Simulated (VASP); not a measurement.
# Hf (Im-3m) in VASP: single point with PBE

Aim: the single point of Hf with PBE.

All numbers are computed with VASP 6.6.1; they aren't measurements. Logs are shortened: lines on timing, memory, paths and dates and some standing lists are left out, and cuts for length are marked.

### Step 1. The cell of the first run

Symmetry: Im-3m, No. 229, cubic system. Conventional cell: a = 3.261 Å, b = 3.261 Å, c = 3.261 Å, α = 90.00°, β = 90.00°, γ = 90.00°. Hf (site symmetry m-3m) has 14 Hf at 2.82 to 3.26 Å within 3.7 Å.

### Step 2. Single point, PBE (Ta replaced by Hf, lengths x 1.018, strained)

INCAR reads:

```
PREC = Accurate
ENCUT = 520
EDIFF = 1E-6
ISMEAR = 0
SIGMA = 0.1
LREAL = False
LASPH = True
NELM = 60
ALGO = Normal
ISIF = 2
LWAVE = False
LCHARG = False
GGA = PE
NBANDS = 11
```

KPOINTS reads:

```
regular mesh
0
Gamma
  18 18 18
```

POSCAR reads:

```
Hf
1.0
   -1.6305117543      1.6305117543      1.6305117543
    1.6305117543     -1.6305117543      1.6305117543
    1.6305117543      1.6305117543     -1.6305117543
Hf
1
Direct
    0.0000000000      0.0000000000      0.0000000000
```

Potentials or basis: VASP PAW PBE potentials, release 64 (Hf_pv).

Started as:

```
$ cat potpaw_PBE.64/Hf_pv/POTCAR > POTCAR
$ mpirun -np 1 vasp_std > vasp.out
```

OUTCAR:

```text
PREC = Accurate
   ENCUT = 520
   EDIFF = 1E-6
   ISMEAR = 0
   LREAL = False
   LASPH = True
   NELM = 60
   ISIF = 2
   GGA = PE

 ion  position               nearest neighbor table
   1  0.000  0.000  0.000-

  LATTYP: Found a body centered cubic cell.
 ALAT       =     3.2610235086

  Lattice vectors:

 A1 = (  -1.6305117543,   1.6305117543,   1.6305117543)
 A2 = (   1.6305117543,  -1.6305117543,   1.6305117543)
 A3 = (   1.6305117543,   1.6305117543,  -1.6305117543)

Analysis of symmetry for initial positions (statically):
=====================================================================
 Subroutine PRICEL returns:
 Original cell was already a primitive cell.

 Routine SETGRP: Setting up the symmetry group for a
 body centered cubic supercell.

 Subroutine GETGRP returns: Found 48 space group operations
 (whereof 48 operations were pure point group operations)
 out of a pool of 48 trial point group operations.

The static configuration has the point symmetry O_h .

Analysis of symmetry for dynamics (positions and initial velocities):
=====================================================================
 Subroutine PRICEL returns:
 Original cell was already a primitive cell.

 Routine SETGRP: Setting up the symmetry group for a
 body centered cubic supercell.

 Subroutine GETGRP returns: Found 48 space group operations
 (whereof 48 operations were pure point group operations)
 out of a pool of 48 trial point group operations.

The dynamic configuration has the point symmetry O_h .

 Subroutine INISYM returns: Found 48 space group operations
 (whereof 48 operations are pure point group operations),
 and found     1 'primitive' translations

----------------------------------------------------------------------------------------

                                     Primitive cell

  volume of cell :      17.3393

  direct lattice vectors                    reciprocal lattice vectors
    -1.630511754  1.630511754  1.630511754     0.000000000  0.306652190  0.306652190
     1.630511754 -1.630511754  1.630511754     0.306652190  0.000000000  0.306652190
     1.630511754  1.630511754 -1.630511754     0.306652190  0.306652190  0.000000000

  length of vectors
     2.824129201  2.824129201  2.824129201     0.433671686  0.433671686  0.433671686

  position of ions in fractional coordinates (direct lattice)
     0.000000000  0.000000000  0.000000000

  ion indices of the primitive-cell ions
   primitive index   ion index
                 1           1

----------------------------------------------------------------------------------------

 KPOINTS: regular mesh

Automatic generation of k-mesh.
 Grid dimensions read from file:
 generate k-points for:   18   18   18

 Generating k-lattice:

  Cartesian coordinates                     Fractional coordinates (reciprocal lattice)
     0.000000000  0.017036233  0.017036233     0.055555556  0.000000000  0.000000000
     0.017036233  0.000000000  0.017036233     0.000000000  0.055555556  0.000000000
     0.017036233  0.017036233  0.000000000     0.000000000  0.000000000  0.055555556

  Length of vectors
     0.024092871  0.024092871  0.024092871

  Shift w.r.t. Gamma in fractional coordinates (k-lattice)
     0.000000000  0.000000000  0.000000000

 Subroutine IBZKPT returns following result:
 ===========================================

 Found    195 irreducible k-points:

 Following reciprocal coordinates:
            Coordinates               Weight
  0.000000  0.000000  0.000000      1.000000
  0.055556  0.000000  0.000000     12.000000
  0.111111  0.000000  0.000000     12.000000
  0.166667  0.000000  0.000000     12.000000
  0.222222  0.000000  0.000000     12.000000
  0.277778  0.000000  0.000000     12.000000
[... 16 lines left out ...]
  0.333333  0.111111  0.000000     48.000000
  0.388889  0.111111  0.000000     48.000000
 [... further k-points ...]
   k-points           NKPTS =    195   k-points in BZ     NKDIM =    195   number of bands    NBANDS=     11
   number of dos      NEDOS =    301   number of ions     NIONS =      1
   total plane-waves  NPLWV =  13824
   dimension x,y,z NGX =    24 NGY =   24 NGZ =   24
   dimension x,y,z NGXF=    48 NGYF=   48 NGZF=   48
   ions per type =               1
   NGX,Y,Z   is equivalent  to a cutoff of  14.13, 14.13, 14.13 a.u.
   NGXF,Y,Z  is equivalent  to a cutoff of  28.26, 28.26, 28.26 a.u.
 SYSTEM =  unknown system
   PREC   = accura    normal or accurate (medium, high low for compatibility)
   ISTART =      0    job   : 0-new  1-cont  2-samecut
   ICHARG =      2    charge: 1-file 2-atom 10-const
   ISPIN  =      1    spin polarized calculation?
   LNONCOLLINEAR =      F non collinear calculations
   LSORBIT =      F    spin-orbit coupling
   LASPH  =      T    aspherical Exc in radial PAW
   ENCUT  =  520.0 eV  38.22 Ry    6.18 a.u.   5.25  5.25  5.25*2*pi/ulx,y,z
   NELM   =     60;   NELMIN=  2; NELMDL= -5     # of ELM steps
   EDIFF  = 0.1E-05   stopping-criterion for ELM
   LREAL  =      F    real-space projection
   EDIFFG = 0.1E-04   stopping-criterion for IOM
   NSW    =      0    number of steps for IOM
   IBRION =     -1    ionic relax: 0-MD 1-quasi-New 2-CG
   NFREE  =      0    steps in history (QN), initial steepest desc. (CG)
   ISIF   =      2    stress and relaxation
   ISYM   =      2    0-nonsym 1-usesym 2-fastsym
   POTIM  = 0.5000    time-step for ionic-motion
   TEBEG  =    0.0;   TEEND  =   0.0 temperature during run
   PSTRESS=    0.0 pullay stress
   NELECT =      10.0000    total number of electrons
   NUPDOWN=      -1.0000    fix difference up-down
   EMIN   =  10.00;   EMAX   =-10.00  energy-range for DOS
   EFERMI =   0.00;   METHOD = LEGACY
   ISMEAR =     0;   SIGMA  =   0.10  broadening in eV -4-tet -1-fermi 0-gaus
   EFERMI_NEDOS =   21; number of points for ismear=-14 and -15
   IALGO  =     38    algorithm
   IMIX   =      4    mixing-type and parameters
     AMIX     =   0.40;   BMIX     =  1.00
     AMIX_MAG =   1.60;   BMIX_MAG =  1.00
  volume/ion in A,a.u.               =      17.34       117.01
  Fermi-wavevector in a.u.,A,eV,Ry     =   1.362692  2.575114 25.265043  1.856928
  Thomas-Fermi vector in A             =   2.489159
   LORBIT       =      0    0 simple, 1 ext, 2 COOP (PROOUT), +10 PAW based schemes
   GGA     = PE    functional components
   LHFCALC =     F    Hartree Fock is set to
   AEXX    =    0.0000 exact exchange contribution
   IVDW    =     0    specifies the selected vdW correction
   LEPSILON=     F    determine dielectric tensor
   LRPA    =     F    only Hartree local field effects (RPA)
 non-spin polarized calculation
 Gauss-broadening in eV      SIGMA  =   0.10
  energy-cutoff  :      520.00
  volume of cell :       17.34
 maximum number of plane-waves:       478
 NGX is ok and might be reduce to    24
   NGX = 11   NGY = 11   NGZ = 11

 number of electron      10.0000001 magnetization

 Free energy of the ion-electron system (eV)
  ---------------------------------------------------
  ext. energy  EPLUGINS =         0.00000000
  ---------------------------------------------------
  free energy    TOTEN  =        -9.27352094 eV

  energy without entropy =       -9.26840591  energy(sigma->0) =       -9.27096342

 E-fermi :   6.4538     XC(G=0): -12.4977

 val. band max:        6.4190576476   @ k =   0.2778   0.2222   0.1667
 cond. band min:       6.4572590074   @ k =   0.2222   0.1667   0.0000
 fundamental gap:      0.0382013598
 Fermi energy:         6.4538449125

 k-point     1 :       0.0000    0.0000    0.0000
  band No.  band energies     occupation
      1     -22.3849      2.00000
      2     -22.3849      2.00000
      3     -22.3849      2.00000
      4      -1.3139      2.00000
      5       8.1219      0.00000
      6       8.1219      0.00000
      7       8.1219      0.00000
      8      11.6971      0.00000
      9      11.6971      0.00000
     10      20.5918      0.00000
     11      21.0117      0.00000

 k-point     2 :       0.0556    0.0000    0.0000
  band No.  band energies     occupation
      1     -22.4482      2.00000
      2     -22.4030      2.00000
      3     -22.3856      2.00000
      4      -1.1547      2.00000
      5       8.0055      0.00000
      6       8.0812      0.00000
      7       8.2777      0.00000
      8      11.4864      0.00000
      9      11.6894      0.00000
     10      20.5918      0.00000
     11      21.1767      0.00000

 k-point     3 :       0.1111    0.0000    0.0000
  band No.  band energies     occupation
      1     -22.6269      2.00000
      2     -22.4547      2.00000
      3     -22.3875      2.00000
      4      -0.6982      2.00000
      5       7.6896      0.00000
      6       7.9128      0.00000
      7       8.7404      0.00000
      8      11.0844      0.00000
      9      11.6805      0.00000
     10      20.5913      0.00000
     11      21.6149      0.00000

 k-point     4 :       0.1667    0.0000    0.0000
  band No.  band energies     occupation
      1     -22.8917      2.00000
      2     -22.5330      2.00000
      3     -22.3904      2.00000
      4      -0.0087      2.00000
      5       7.2513      0.00000
      6       7.5572      0.00000
      7       9.4961      0.00000
      8      10.8696      0.00000
      9      11.7043      0.00000
     10      20.5905      0.00000
     11      22.1110      0.00000

 k-point     5 :       0.2222    0.0000    0.0000
  band No.  band energies     occupation
      1     -23.2027      2.00000
      2     -22.6275      2.00000
      3     -22.3941      2.00000
      4       0.7985      2.00000
      5       6.7720      0.00001
      6       7.1298      0.00000
      7      10.5210      0.00000
      8      10.9624      0.00000
      9      11.7963      0.00000
     10      20.5887      0.00000
     11      22.1829      0.00000

 k-point     6 :       0.2778    0.0000    0.0000
  band No.  band energies     occupation
      1     -23.5190      2.00000
      2     -22.7263      2.00000
      3     -22.3981      2.00000
      4       1.5428      2.00000
      5       6.3154      1.94972
      6       6.9057      0.00000
      7      11.2538      0.00000
      8      11.7787      0.00000
      9      11.9795      0.00000
     10      20.5850      0.00000
     11      21.4730      0.00000

 k-point     7 :       0.3333    0.0000    0.0000
  band No.  band energies     occupation
      1     -23.8040      2.00000
      2     -22.8175      2.00000
      3     -22.4020      2.00000
      4       2.0214      2.00000
      5       5.9257      2.00000
      6       7.1242      0.00000
      7      11.5867      0.00000
      8      12.2541      0.00000
      9      13.2104      0.00000
     10      20.3592      0.00000
     11      20.5762      0.00000

 k-point     8 :       0.3889    0.0000    0.0000
  band No.  band energies     occupation
      1     -24.0284      2.00000
      2     -22.8907      2.00000
      3     -22.4052      2.00000
      4       2.1892      2.00000
      5       5.6308      2.00000
      6       7.7719      0.00000
      7      11.8028      0.00000
      8      12.5860      0.00000
      9      14.7048      0.00000
     10      19.2792      0.00000
     11      20.5514      0.00000
[... 141 lines left out ...]
 k-point    19 :       0.1111    0.1111    0.0000
  band No.  band energies     occupation
      1     -23.0225      2.00000
      2     -22.5379      2.00000
      3     -22.4431      2.00000
      4       0.3881      2.00000
      5       7.1515      0.00000
      6       7.1852      0.00000
      7      10.0423      0.00000
      8      10.5160      0.00000
      9      12.0412      0.00000
     10      20.5898      0.00000
     11      22.4266      0.00000

 k-point    20 :       0.1667    0.1111    0.0000
  band No.  band energies     occupation
      1     -23.2890      2.00000
      2     -22.6352      2.00000
      3     -22.4613      2.00000
      4       1.1802      2.00000
      5       6.6749      0.00177
      6       6.8158      0.00000
      7      10.4958      0.00000
      8      11.1117      0.00000
      9      12.3020      0.00000
     10      20.5875      0.00000
     11      22.7380      0.00000

 k-point    21 :       0.2222    0.1111    0.0000
  band No.  band energies     occupation
      1     -23.5574      2.00000
      2     -22.7507      2.00000
      3     -22.4715      2.00000
      4       1.9442      2.00000
      5       6.2389      1.99763
      6       6.5883      0.05727
      7      10.7205      0.00000
      8      12.3871      0.00000
      9      12.5424      0.00000
     10      20.5813      0.00000
     11      21.7561      0.00000

 k-point    22 :       0.2778    0.1111    0.0000
  band No.  band energies     occupation
      1     -23.7985      2.00000
      2     -22.8618      2.00000
      3     -22.4789      2.00000
      4       2.4625      2.00000
      5       5.9124      2.00000
      6       6.7090      0.00031
      7      11.0857      0.00000
      8      12.7357      0.00000
      9      13.8002      0.00000
     10      20.5235      0.00000
     11      20.7261      0.00000

 k-point    23 :       0.3333    0.1111    0.0000
  band No.  band energies     occupation
      1     -23.9885      2.00000
      2     -22.9526      2.00000
      3     -22.4842      2.00000
      4       2.6491      2.00000
      5       5.6743      2.00000
      6       7.2479      0.00000
      7      11.4197      0.00000
      8      12.9037      0.00000
      9      15.2321      0.00000
     10      19.8606      0.00000
     11      20.5667      0.00000

 k-point    24 :       0.3889    0.1111    0.0000
  band No.  band energies     occupation
      1     -24.1096      2.00000
      2     -23.0117      2.00000
      3     -22.4876      2.00000
      4       2.6550      2.00000
      5       5.5263      2.00000
      6       7.8989      0.00000
      7      11.5067      0.00000
      8      13.1379      0.00000
      9      16.4630      0.00000
     10      19.3753      0.00000
     11      20.2415      0.00000

 [... further k-points ...]
[... 5 lines left out ...]
  --------------------------------------------------------------------------------------
  -------------------------------------------------------------------------------------
  Total        3.9811628      3.9811628      3.9811628     -0.0000000      0.0000000     -0.0000000
  in kB      367.8652209    367.8652209    367.8652209     -0.0000000      0.0000000     -0.0000000
  external PRESSURE =     367.8652209 kB  Pullay stress =       0.0000000 kB

 VOLUME and BASIS-vectors are now :
 -----------------------------------------------------------------------------
  energy-cutoff  :      520.00
  volume of cell :       17.34
      direct lattice vectors                 reciprocal lattice vectors
    -1.630511754  1.630511754  1.630511754     0.000000000  0.306652190  0.306652190
     1.630511754 -1.630511754  1.630511754     0.306652190  0.000000000  0.306652190
     1.630511754  1.630511754 -1.630511754     0.306652190  0.306652190  0.000000000

 POSITION                                       TOTAL-FORCE (eV/Angst)
 -----------------------------------------------------------------------------------
      0.00000      0.00000      0.00000         0.000000     -0.000000      0.000000
 -----------------------------------------------------------------------------------
    total drift:                               -0.000000      0.000000      0.000000

  FREE ENERGIE OF THE ION-ELECTRON SYSTEM (eV)
  ---------------------------------------------------
  free  energy   TOTEN  =        -9.2735209397 eV

  energy  without entropy=       -9.2684059102  energy(sigma->0) =       -9.27096342
```

Wall time 9.5 s (1 thread of Intel Xeon 6975P-C (Granite Rapids), shared host); peak memory 0.16 GiB.

What came out:

- Free energy: -9.2735 eV
- Pressure: 36.8 GPa
- Band gap on the k mesh: zero (band 5 reaches 8.12 eV, above the bottom of band 6 at 5.49 eV)

Levels at points of the mesh, in eV from the Fermi level:
| k point | band 3 | band 4 | band 5 | band 6 | band 7 | band 8 |
| --- | --- | --- | --- | --- | --- | --- |
| (0.00, 0.00, 0.00) | -28.84 | -7.77 | 1.67 | 1.67 | 1.67 | 5.24 |
| (0.50, 0.00, 0.00) | -28.86 | -4.27 | -1.07 | 2.43 | 5.29 | 6.56 |
| (0.50, 0.50, 0.50) | -30.08 | -3.89 | -3.89 | 8.89 | 8.89 | 8.89 |

Caveat: the cell differs from its parent crystal (Ta replaced by Hf, lengths x 1.018, strained); spin-orbit coupling is left out, which moves the levels of the heavy elements.
